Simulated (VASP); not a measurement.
# MgO (mix) (Fm-3m) in VASP: single point with PBE

Aim: the single point of MgO (mix) with PBE.

Everything below comes from runs of VASP 6.6.1. Logs are shortened: lines on timing, memory, paths and dates and some standing lists are left out, and cuts for length are marked.

## (1) The cell of the first run

Symmetry: Fm-3m, No. 225, cubic system. Conventional cell: a = 4.215 Å, b = 4.215 Å, c = 4.215 Å, α = 90.00°, β = 90.00°, γ = 90.00°. Within 2.8 Å of Mg (site symmetry m-3m) lie 6 O at 2.11 Å. Within 2.8 Å of O (site symmetry m-3m) lie 6 Mg at 2.11 Å.

## (2) Single point, PBE

INCAR reads:

```
SYSTEM = MgO
PREC = Accurate ; ENCUT = 600
EDIFF = 1E-6 ; ISMEAR = 0
SIGMA = 0.02 ; LREAL = .FALSE.
LASPH = .TRUE. ; NELM = 120
ALGO = Normal ; ISIF = 2
LWAVE = .FALSE. ; LCHARG = .FALSE.
GGA = PE ; NBANDS = 11
GGA_COMPAT = .FALSE.
```

KPOINTS reads:

```
regular mesh
0
G
  10 10 10
  0 0 0
```

POSCAR reads:

```
MgO
1.0
    0.0000000000      2.1076797198      2.1076797198
    2.1076797198      0.0000000000      2.1076797198
    2.1076797198      2.1076797198      0.0000000000
Mg O
1 1
Direct
    0.0000000000      0.0000000000      0.0000000000
    0.5000000000      0.5000000000      0.5000000000
```

Potentials or basis: VASP PAW PBE potentials, release 64 (Mg, O).

Run with:

```bash
$ cat potpaw_PBE.64/Mg/POTCAR potpaw_PBE.64/O/POTCAR > POTCAR
$ mpirun -np 1 vasp_std > vasp.out
```

OUTCAR:

```text
SYSTEM = MgO
   PREC = Accurate
   ENCUT = 600
   EDIFF = 1E-6
   ISMEAR = 0
   LREAL = .FALSE.
   LASPH = .TRUE.
   NELM = 120
   ISIF = 2
   GGA = PE

 ion  position               nearest neighbor table
   1  0.000  0.000  0.000-   2 2.11   2 2.11   2 2.11   2 2.11   2 2.11   2 2.11
   2  0.500  0.500  0.500-   1 2.11   1 2.11   1 2.11   1 2.11   1 2.11   1 2.11

  LATTYP: Found a face centered cubic cell.
 ALAT       =     4.2153594396

  Lattice vectors:

 A1 = (   0.0000000000,   2.1076797198,   2.1076797198)
 A2 = (   2.1076797198,   0.0000000000,   2.1076797198)
 A3 = (   2.1076797198,   2.1076797198,   0.0000000000)

Analysis of symmetry for initial positions (statically):
=====================================================================
 Subroutine PRICEL returns:
 Original cell was already a primitive cell.

 Routine SETGRP: Setting up the symmetry group for a
 face centered cubic supercell.

 Subroutine GETGRP returns: Found 48 space group operations
 (whereof 48 operations were pure point group operations)
 out of a pool of 48 trial point group operations.

The static configuration has the point symmetry O_h .

Analysis of symmetry for dynamics (positions and initial velocities):
=====================================================================
 Subroutine PRICEL returns:
 Original cell was already a primitive cell.

 Routine SETGRP: Setting up the symmetry group for a
 face centered cubic supercell.

 Subroutine GETGRP returns: Found 48 space group operations
 (whereof 48 operations were pure point group operations)
 out of a pool of 48 trial point group operations.

The dynamic configuration has the point symmetry O_h .

 Subroutine INISYM returns: Found 48 space group operations
 (whereof 48 operations are pure point group operations),
 and found     1 'primitive' translations

----------------------------------------------------------------------------------------

                                     Primitive cell

  volume of cell :      18.7259

  direct lattice vectors                    reciprocal lattice vectors
     0.000000000  2.107679720  2.107679720    -0.237227694  0.237227694  0.237227694
     2.107679720  0.000000000  2.107679720     0.237227694 -0.237227694  0.237227694
     2.107679720  2.107679720  0.000000000     0.237227694  0.237227694 -0.237227694

  length of vectors
     2.980709245  2.980709245  2.980709245     0.410890419  0.410890419  0.410890419

  position of ions in fractional coordinates (direct lattice)
     0.000000000  0.000000000  0.000000000
     0.500000000  0.500000000  0.500000000

  ion indices of the primitive-cell ions
   primitive index   ion index
                 1           1
                 2           2

----------------------------------------------------------------------------------------

 KPOINTS: regular mesh

Automatic generation of k-mesh.
 Grid dimensions read from file:
 generate k-points for:   10   10   10

 Generating k-lattice:

  Cartesian coordinates                     Fractional coordinates (reciprocal lattice)
    -0.023722769  0.023722769  0.023722769     0.100000000  0.000000000  0.000000000
     0.023722769 -0.023722769  0.023722769     0.000000000  0.100000000  0.000000000
     0.023722769  0.023722769 -0.023722769     0.000000000  0.000000000  0.100000000

  Length of vectors
     0.041089042  0.041089042  0.041089042

  Shift w.r.t. Gamma in fractional coordinates (k-lattice)
     0.000000000  0.000000000  0.000000000

 Subroutine IBZKPT returns following result:
 ===========================================

 Found     47 irreducible k-points:

 Following reciprocal coordinates:
            Coordinates               Weight
  0.000000  0.000000  0.000000      1.000000
  0.100000  0.000000  0.000000      8.000000
  0.200000  0.000000  0.000000      8.000000
  0.300000  0.000000  0.000000      8.000000
  0.400000  0.000000  0.000000      8.000000
  0.500000  0.000000  0.000000      4.000000
[... 16 lines left out ...]
  0.300000  0.300000  0.000000      6.000000
  0.400000  0.300000  0.000000     24.000000
 [... further k-points ...]
   k-points           NKPTS =     47   k-points in BZ     NKDIM =     47   number of bands    NBANDS=     11
   number of dos      NEDOS =    301   number of ions     NIONS =      2
   total plane-waves  NPLWV =  13824
   dimension x,y,z NGX =    24 NGY =   24 NGZ =   24
   dimension x,y,z NGXF=    48 NGYF=   48 NGZF=   48
   ions per type =               1   1
   NGX,Y,Z   is equivalent  to a cutoff of  13.39, 13.39, 13.39 a.u.
   NGXF,Y,Z  is equivalent  to a cutoff of  26.77, 26.77, 26.77 a.u.
 SYSTEM =  MgO
   PREC   = accura    normal or accurate (medium, high low for compatibility)
   ISTART =      0    job   : 0-new  1-cont  2-samecut
   ICHARG =      2    charge: 1-file 2-atom 10-const
   ISPIN  =      1    spin polarized calculation?
   LNONCOLLINEAR =      F non collinear calculations
   LSORBIT =      F    spin-orbit coupling
   LASPH  =      T    aspherical Exc in radial PAW
   ENCUT  =  600.0 eV  44.10 Ry    6.64 a.u.   5.95  5.95  5.95*2*pi/ulx,y,z
   NELM   =    120;   NELMIN=  2; NELMDL= -5     # of ELM steps
   EDIFF  = 0.1E-05   stopping-criterion for ELM
   LREAL  =      F    real-space projection
   EDIFFG = 0.1E-04   stopping-criterion for IOM
   NSW    =      0    number of steps for IOM
   IBRION =     -1    ionic relax: 0-MD 1-quasi-New 2-CG
   NFREE  =      0    steps in history (QN), initial steepest desc. (CG)
   ISIF   =      2    stress and relaxation
   ISYM   =      2    0-nonsym 1-usesym 2-fastsym
   POTIM  = 0.5000    time-step for ionic-motion
   TEBEG  =    0.0;   TEEND  =   0.0 temperature during run
   PSTRESS=    0.0 pullay stress
   NELECT =       8.0000    total number of electrons
   NUPDOWN=      -1.0000    fix difference up-down
   EMIN   =  10.00;   EMAX   =-10.00  energy-range for DOS
   EFERMI =   0.00;   METHOD = LEGACY
   ISMEAR =     0;   SIGMA  =   0.02  broadening in eV -4-tet -1-fermi 0-gaus
   EFERMI_NEDOS =   21; number of points for ismear=-14 and -15
   IALGO  =     38    algorithm
   IMIX   =      4    mixing-type and parameters
     AMIX     =   0.40;   BMIX     =  1.00
     AMIX_MAG =   1.60;   BMIX_MAG =  1.00
  volume/ion in A,a.u.               =       9.36        63.18
  Fermi-wavevector in a.u.,A,eV,Ry     =   1.232982  2.329999 20.684197  1.520246
  Thomas-Fermi vector in A             =   2.367731
   LORBIT       =      0    0 simple, 1 ext, 2 COOP (PROOUT), +10 PAW based schemes
   GGA     = PE    functional components
   LHFCALC =     F    Hartree Fock is set to
   AEXX    =    0.0000 exact exchange contribution
   IVDW    =     0    specifies the selected vdW correction
   LEPSILON=     F    determine dielectric tensor
   LRPA    =     F    only Hartree local field effects (RPA)
 non-spin polarized calculation
 Gauss-broadening in eV      SIGMA  =   0.02
  energy-cutoff  :      600.00
  volume of cell :       18.73
 maximum number of plane-waves:       636
   NGX = 11   NGY = 11   NGZ = 11

 number of electron       8.0000005 magnetization

 Free energy of the ion-electron system (eV)
  ---------------------------------------------------
  ext. energy  EPLUGINS =         0.00000000
  ---------------------------------------------------
  free energy    TOTEN  =       -11.91001752 eV

  energy without entropy =      -11.91001752  energy(sigma->0) =      -11.91001752

 E-fermi :   3.3159     XC(G=0): -11.0671

 val. band max:        3.1674151992   @ k =   0.0000   0.0000   0.0000
 cond. band min:       7.8722966446   @ k =   0.0000   0.0000   0.0000
 fundamental gap:      4.7048814454
 Fermi energy:         3.3159075027

 k-point     1 :       0.0000    0.0000    0.0000
  band No.  band energies     occupation
      1     -14.0831      2.00000
      2       3.1674      2.00000
      3       3.1674      2.00000
      4       3.1674      2.00000
      5       7.8723      0.00000
      6      18.9563      0.00000
      7      18.9563      0.00000
      8      18.9563      0.00000
      9      22.8656      0.00000
     10      24.6384      0.00000
     11      24.6384      0.00000

 k-point     2 :       0.1000    0.0000    0.0000
  band No.  band energies     occupation
      1     -13.9779      2.00000
      2       2.5161      2.00000
      3       3.1001      2.00000
      4       3.1001      2.00000
      5       8.5012      0.00000
      6      17.7072      0.00000
      7      19.1954      0.00000
      8      19.1954      0.00000
      9      23.9069      0.00000
     10      23.9069      0.00000
     11      24.5181      0.00000

 k-point     3 :       0.2000    0.0000    0.0000
  band No.  band energies     occupation
      1     -13.6888      2.00000
      2       1.1978      2.00000
      3       2.9296      2.00000
      4       2.9296      2.00000
      5       9.6977      0.00000
      6      16.1936      0.00000
      7      19.6762      0.00000
      8      19.6762      0.00000
      9      23.2146      0.00000
     10      23.2146      0.00000
     11      25.3957      0.00000

 k-point     4 :       0.3000    0.0000    0.0000
  band No.  band energies     occupation
      1     -13.2985      2.00000
      2      -0.1198      2.00000
      3       2.7295      2.00000
      4       2.7295      2.00000
      5      10.6371      0.00000
      6      15.5011      0.00000
      7      19.7874      0.00000
      8      19.7874      0.00000
      9      23.6605      0.00000
     10      23.6605      0.00000
     11      24.7798      0.00000
[... 239 lines left out ...]
 k-point    22 :      -0.2000    0.2000    0.0000
  band No.  band energies     occupation
      1     -13.1825      2.00000
      2       0.0767      2.00000
      3       1.8357      2.00000
      4       2.7260      2.00000
      5      11.5907      0.00000
      6      15.0620      0.00000
      7      18.2532      0.00000
      8      20.9348      0.00000
      9      21.6296      0.00000
     10      24.5050      0.00000
     11      27.9630      0.00000

 k-point    23 :       0.3000    0.3000    0.0000
  band No.  band energies     occupation
      1     -13.0973      2.00000
      2       0.0230      2.00000
      3       2.2330      2.00000
      4       2.2330      2.00000
      5      11.9958      0.00000
      6      13.5980      0.00000
      7      17.5728      0.00000
      8      21.0764      0.00000
      9      21.0764      0.00000
     10      27.2876      0.00000
     11      30.4984      0.00000

 k-point    24 :       0.4000    0.3000    0.0000
  band No.  band energies     occupation
      1     -12.8512      2.00000
      2      -0.3997      2.00000
      3       1.8682      2.00000
      4       2.0862      2.00000
      5      12.7187      0.00000
      6      13.3407      0.00000
      7      16.7457      0.00000
      8      21.3158      0.00000
      9      21.5216      0.00000
     10      28.0274      0.00000
     11      30.0982      0.00000

 [... further k-points ...]
[... 5 lines left out ...]
  --------------------------------------------------------------------------------------
  -------------------------------------------------------------------------------------
  Total        0.3859536      0.3859536      0.3859536     -0.0000000     -0.0000000      0.0000000
  in kB       33.0218821     33.0218821     33.0218821     -0.0000000     -0.0000000      0.0000000
  external PRESSURE =      33.0218821 kB  Pullay stress =       0.0000000 kB

 VOLUME and BASIS-vectors are now :
 -----------------------------------------------------------------------------
  energy-cutoff  :      600.00
  volume of cell :       18.73
      direct lattice vectors                 reciprocal lattice vectors
     0.000000000  2.107679720  2.107679720    -0.237227694  0.237227694  0.237227694
     2.107679720  0.000000000  2.107679720     0.237227694 -0.237227694  0.237227694
     2.107679720  2.107679720  0.000000000     0.237227694  0.237227694 -0.237227694

 POSITION                                       TOTAL-FORCE (eV/Angst)
 -----------------------------------------------------------------------------------
      0.00000      0.00000      0.00000        -0.000000     -0.000000      0.000000
      2.10768      2.10768      2.10768         0.000000      0.000000      0.000000
 -----------------------------------------------------------------------------------
    total drift:                               -0.000000     -0.000000      0.000000

  FREE ENERGIE OF THE ION-ELECTRON SYSTEM (eV)
  ---------------------------------------------------
  free  energy   TOTEN  =       -11.9100175222 eV

  energy  without entropy=      -11.9100175222  energy(sigma->0) =      -11.91001752
```

It took 23 s on 1 thread of AMD EPYC 7R13, shared host; peak memory 0.11 GiB.

What came out:

| Item | Value |
| --- | --- |
| Free energy | -11.9100 eV |
| Pressure | 3.3 GPa |
| Band gap on the k mesh | 4.70 eV, direct |
